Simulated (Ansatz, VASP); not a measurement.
## Two plane-wave programs on Te

```
Te
1.0
     4.40665    0.00000    0.00000
    -2.20332    3.81627    0.00000
     0.00000    0.00000    8.52676
Te
4
Direct
  0.00000 0.00000 0.00000
  0.00000 0.00000 0.50000
  0.33333 0.66667 0.25000
  0.66667 0.33333 0.75000
```

Alike in both runs: task single point; functional revPBE; k mesh 10 × 10 × 5; occupations fermi-dirac, width 0.1 eV; no spin polarisation.

|  | VASP | Ansatz |
| --- | --- | --- |
| version | VASP 6.6.1 | Ansatz 0.2.0 |
| potentials or method | VASP PAW PBE potentials, release 64 (Te), cutoff 520 eV | plane waves (420 eV) with PAW, scalar-relativistic |
| valence electrons in the cell | 24 | 64 |

|  | VASP | Ansatz | Ansatz less VASP |
| --- | --- | --- | --- |
| pressure (GPa) | -2.9 | -2.8 | +0.06 |
| traceless stress, the component that is largest in VASP (GPa) | -0.54 | -0.54 | +0.009 |

VASP's potentials were made for PBE, not for revPBE. With one functional, cell and mesh, what is left measures potentials, basis and numerics. VASP's potentials hold 24 valence electrons a cell and Ansatz's 64, so a difference there can come from the potentials and not from the codes.

Spin-orbit coupling is off throughout.
